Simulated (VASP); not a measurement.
# Os (P6_3/mmc) in VASP: notebook

Runs on Os. Level: r2SCAN. Tasks: single point.

Everything below comes from runs of VASP 6.6.1. Logs are shortened: lines on timing, memory, paths and dates and some standing lists are left out, and cuts for length are marked.

## (1) The cell of the first run

The structure is hexagonal, space group P6_3/mmc (No. 194). Conventional cell: a = 2.651 Å, b = 2.651 Å, c = 8.508 Å, α = 90.00°, β = 90.00°, γ = 120.00°. Within 3.5 Å of Os (site symmetry -3m) lie 12 Os at 2.62 to 2.65 Å. Within 3.5 Å of Os (site symmetry -6m2) lie 12 Os at 2.62 to 2.65 Å.

## (2) Single point, r2SCAN (12.95 Å³/atom)

POSCAR reads:

```
Os
1.0
    2.6511547696      0.0000000000      0.0000000000
   -1.3255773848      2.2959673798      0.0000000000
    0.0000000000      0.0000000000      8.5080531116
Os
4
Direct
    1.0000000000      0.0000000000      0.0000000000
    1.0000000000      0.0000000000      0.5000000000
    0.3333333333      0.6666666667      0.2500000000
    0.6666666667      0.3333333333      0.7500000000
```

INCAR.step1 reads:

```
PREC = Accurate
ENCUT = 520
ISMEAR = -1
SIGMA = 0.1
LREAL = False
LASPH = True
NELM = 100
NBANDS = 24
GGA = PE
ALGO = Normal
EDIFF = 1E-4
LWAVE = True
LCHARG = False
```

INCAR.step2 reads:

```
PREC = Accurate
ENCUT = 520
EDIFF = 1E-7
ISMEAR = -1
SIGMA = 0.1
LREAL = False
LASPH = True
NELM = 100
ALGO = Normal
ISIF = 2
LWAVE = False
LCHARG = False
METAGGA = R2SCAN
LMIXTAU = True
NBANDS = 24
ISTART = 1
```

KPOINTS reads:

```
Automatic mesh
0
Gamma
  15 15 4
```

Potentials or basis: VASP PAW PBE potentials, release 64 (Os).

Launch:

```console
> cat potpaw_PBE.64/Os/POTCAR > POTCAR
> cp INCAR.step1 INCAR
> mpirun -np 1 vasp_std > vasp.out
> cp INCAR.step2 INCAR
> mpirun -np 1 vasp_std > vasp.out
```

OUTCAR:

```text
PREC = Accurate
   ENCUT = 520
   EDIFF = 1E-7
   ISMEAR = -1
   LREAL = False
   LASPH = True
   NELM = 100
   ISIF = 2
   METAGGA = R2SCAN
   ISTART = 1

 ion  position               nearest neighbor table
   1  0.000  0.000  0.000-   3 2.62   4 2.62   3 2.62   4 2.62   4 2.62   3 2.62
   2  0.000  0.000  0.500-   3 2.62   4 2.62   3 2.62   4 2.62   4 2.62   3 2.62
   3  0.333  0.667  0.250-   1 2.62   2 2.62   1 2.62   2 2.62   1 2.62   2 2.62
   4  0.667  0.333  0.750-   1 2.62   2 2.62   1 2.62   2 2.62   1 2.62   2 2.62

  LATTYP: Found a hexagonal cell.
 ALAT       =     2.6511547696
 C/A-ratio  =     3.2091876375

  Lattice vectors:

 A1 = (   2.6511547696,   0.0000000000,   0.0000000000)
 A2 = (  -1.3255773848,   2.2959673798,   0.0000000000)
 A3 = (   0.0000000000,   0.0000000000,   8.5080531116)

Analysis of symmetry for initial positions (statically):
=====================================================================
 Subroutine PRICEL returns:
 Original cell was already a primitive cell.

 Routine SETGRP: Setting up the symmetry group for a
 hexagonal supercell.

 Subroutine GETGRP returns: Found 24 space group operations
 (whereof 12 operations were pure point group operations)
 out of a pool of 24 trial point group operations.

The static configuration has the point symmetry D_3d.
 The point group associated with its full space group is D_6h.

Analysis of symmetry for dynamics (positions and initial velocities):
=====================================================================
 Subroutine PRICEL returns:
 Original cell was already a primitive cell.

 Routine SETGRP: Setting up the symmetry group for a
 hexagonal supercell.

 Subroutine GETGRP returns: Found 24 space group operations
 (whereof 12 operations were pure point group operations)
 out of a pool of 24 trial point group operations.

The dynamic configuration has the point symmetry D_3d.
 The point group associated with its full space group is D_6h.

 Subroutine INISYM returns: Found 24 space group operations
 (whereof 12 operations are pure point group operations),
 and found     1 'primitive' translations

----------------------------------------------------------------------------------------

                                     Primitive cell

  volume of cell :      51.7882

  direct lattice vectors                    reciprocal lattice vectors
[... 90 lines left out ...]
   NELM   =    100;   NELMIN=  2; NELMDL=  0     # of ELM steps
   EDIFF  = 0.1E-06   stopping-criterion for ELM
   LREAL  =      F    real-space projection
   EDIFFG = 0.1E-05   stopping-criterion for IOM
   NSW    =      0    number of steps for IOM
   IBRION =     -1    ionic relax: 0-MD 1-quasi-New 2-CG
   NFREE  =      0    steps in history (QN), initial steepest desc. (CG)
   ISIF   =      2    stress and relaxation
   ISYM   =      2    0-nonsym 1-usesym 2-fastsym
   POTIM  = 0.5000    time-step for ionic-motion
   TEBEG  =    0.0;   TEEND  =   0.0 temperature during run
   PSTRESS=    0.0 pullay stress
   NELECT =      32.0000    total number of electrons
   NUPDOWN=      -1.0000    fix difference up-down
   EMIN   =  10.00;   EMAX   =-10.00  energy-range for DOS
   EFERMI =   0.00;   METHOD = LEGACY
   ISMEAR =    -1;   SIGMA  =   0.10  broadening in eV -4-tet -1-fermi 0-gaus
   EFERMI_NEDOS =   21; number of points for ismear=-14 and -15
   IALGO  =     38    algorithm
   IMIX   =      4    mixing-type and parameters
     AMIX     =   0.40;   BMIX     =  1.00
     AMIX_MAG =   1.60;   BMIX_MAG =  1.00
  volume/ion in A,a.u.               =      12.95        87.37
  Fermi-wavevector in a.u.,A,eV,Ry     =   1.394380  2.634996 26.453749  1.944296
  Thomas-Fermi vector in A             =   2.517935
   LORBIT       =      0    0 simple, 1 ext, 2 COOP (PROOUT), +10 PAW based schemes
   METAGGA = R2SCAN    functional components
   LHFCALC =     F    Hartree Fock is set to
   AEXX    =    0.0000 exact exchange contribution
   IVDW    =     0    specifies the selected vdW correction
   LEPSILON=     F    determine dielectric tensor
   LRPA    =     F    only Hartree local field effects (RPA)
 non-spin polarized calculation
  energy-cutoff  :      520.00
  volume of cell :       51.79
 maximum number of plane-waves:      1425
 NGX is ok and might be reduce to    20
   NGX =  9   NGY =  9   NGZ = 31

 number of electron      32.0000000 magnetization

 Free energy of the ion-electron system (eV)
  ---------------------------------------------------
  ext. energy  EPLUGINS =         0.00000000
  ---------------------------------------------------
  free energy    TOTEN  =      -211.03155326 eV

  energy without entropy =     -210.93881572  energy(sigma->0) =     -210.98518449

 E-fermi :  10.4710     XC(G=0): -15.9035

 val. band max:       10.4616533337   @ k =   0.1333  -0.0000   0.2500
 cond. band min:      10.4738702045   @ k =   0.2667   0.2667   0.2500
 fundamental gap:      0.0122168708
 Fermi energy:        10.4710107947

 k-point     1 :       0.0000    0.0000    0.0000
  band No.  band energies     occupation
      1      -1.6797      2.00000
      2       0.9368      2.00000
      3       0.9411      2.00000
      4       1.5469      2.00000
      5       6.2270      2.00000
      6       6.2763      2.00000
[... 637 lines left out ...]
     23      18.1142      0.00000
     24      18.2728      0.00000

 [... further k-points ...]

------------------------ aborting loop because EDIFF is reached ----------------------------------------

  FORCE on cell =-STRESS in cart. coord.  units (eV):
  Direction    XX          YY          ZZ          XY          YZ          ZX
  --------------------------------------------------------------------------------------
  -------------------------------------------------------------------------------------
  Total       14.1052916     14.1052916     15.4308326      0.0000000      0.0000000      0.0000000
  in kB      436.3768106    436.3768106    477.3852044      0.0000000      0.0000000      0.0000000
  external PRESSURE =     450.0462752 kB  Pullay stress =       0.0000000 kB

 VOLUME and BASIS-vectors are now :
 -----------------------------------------------------------------------------
  energy-cutoff  :      520.00
  volume of cell :       51.79
      direct lattice vectors                 reciprocal lattice vectors
     2.651154770  0.000000000  0.000000000     0.377194124  0.217773129  0.000000000
    -1.325577385  2.295967380  0.000000000     0.000000000  0.435546258  0.000000000
     0.000000000  0.000000000  8.508053112     0.000000000  0.000000000  0.117535703

 POSITION                                       TOTAL-FORCE (eV/Angst)
 -----------------------------------------------------------------------------------
      0.00000      0.00000      0.00000         0.000000      0.000000     -0.000000
      0.00000      0.00000      4.25403         0.000000      0.000000     -0.000000
     -0.00000      1.53064      2.12701         0.000000     -0.000000      0.000000
      1.32558      0.76532      6.38104        -0.000000      0.000000      0.000000
 -----------------------------------------------------------------------------------
    total drift:                                0.000000     -0.000000      0.000000

  FREE ENERGIE OF THE ION-ELECTRON SYSTEM (eV)
  ---------------------------------------------------
  free  energy   TOTEN  =      -211.0315532566 eV

  energy  without entropy=     -210.9388157227  energy(sigma->0) =     -210.98518449
```

Wall time 3.3 min (1 thread of Intel Xeon 6975P-C (Granite Rapids), shared host); peak memory 0.22 GiB.

What came out:

- Free energy: -211.0316 eV
- Pressure: 45.0 GPa
- Band gap on the k mesh: zero (bands 16 and 17 overlap by 4.21 eV)

Stress tensor (GPa, compression positive):
```
43.64  0.00  0.00
 0.00 43.64  0.00
 0.00  0.00 47.74
```

Levels at points of the mesh, in eV from the Fermi level:
```tsv
k point	band 14	band 15	band 16	band 17	band 18	band 19
(0.00, 0.00, 0.00)	-2.90	-2.90	-1.00	-1.00	-0.14	0.02
(0.00, 0.00, 0.50)	-3.32	-2.21	-2.21	-0.38	-0.38	-0.38
```

Caveat: the cell stands under pressure; the PAW data sets were made with another functional, which shifts forces and pressure a little; spin-orbit coupling is left out, which moves the levels of the heavy elements.

## (3) Single point, r2SCAN (13.51 Å³/atom)

This run uses another cell than the first one, of 13.51 Å³/atom.

POSCAR reads:

```
Os
1.0
    2.6890335268      0.0000000000      0.0000000000
   -1.3445167634      2.3287713458      0.0000000000
    0.0000000000      0.0000000000      8.6296131509
Os
4
Direct
    1.0000000000      0.0000000000      0.0000000000
    1.0000000000      0.0000000000      0.5000000000
    0.3333333333      0.6666666667      0.2500000000
    0.6666666667      0.3333333333      0.7500000000
```

INCAR.step1 reads:

```
ALGO = Normal
EDIFF = 1E-4
ENCUT = 520
GGA = PE
ISMEAR = -1
LASPH = T
LCHARG = F
LREAL = F
LWAVE = T
NBANDS = 24
NELM = 80
PREC = Accurate
SIGMA = 0.1
```

INCAR.step2 reads:

```
ALGO = Normal
EDIFF = 1E-6
ENCUT = 520
ISIF = 2
ISMEAR = -1
ISTART = 1
LASPH = T
LCHARG = F
LMIXTAU = T
LREAL = F
LWAVE = F
METAGGA = R2SCAN
NBANDS = 24
NELM = 80
PREC = Accurate
SIGMA = 0.1
```

KPOINTS reads:

```
k-points
0
Gamma
  15 15 4
```

Potentials or basis: VASP PAW PBE potentials, release 64 (Os).

Launch:

```console
> cat potpaw_PBE.64/Os/POTCAR > POTCAR
> cp INCAR.step1 INCAR
> mpirun -np 1 vasp_std > vasp.out
> cp INCAR.step2 INCAR
> mpirun -np 1 vasp_std > vasp.out
```

It took 2.2 min on 1 thread of Intel Xeon 6975P-C (Granite Rapids), shared host; peak memory 0.22 GiB.

It converged, with:

```yaml
Free_energy: -211.4853 eV
Pressure: 20.4 GPa
Band_gap_on_the_k_mesh: zero (bands 16 and 17 overlap by 3.93 eV)
```

Stress tensor (GPa, compression positive):
```
19.42  0.00  0.00
 0.00 19.42  0.00
 0.00  0.00 22.26
```

Levels at points of the mesh, in eV from the Fermi level:
```
           k point  band 12  band 13  band 14  band 15  band 16  band 17  band 18  band 19  band 20  band 21
(0.00, 0.00, 0.00)    -2.88    -2.88    -2.72    -2.72    -0.94    -0.94    -0.15     0.02     0.02     1.03
(0.00, 0.00, 0.50)    -3.12    -3.12    -3.12    -2.15    -2.15    -0.36    -0.36    -0.36    -0.36     1.71
```

Caveat: the cell stands under pressure; the PAW data sets were made with another functional, which shifts forces and pressure a little; spin-orbit coupling is left out, which moves the levels of the heavy elements.

(Part 1 of 2 ends here.)
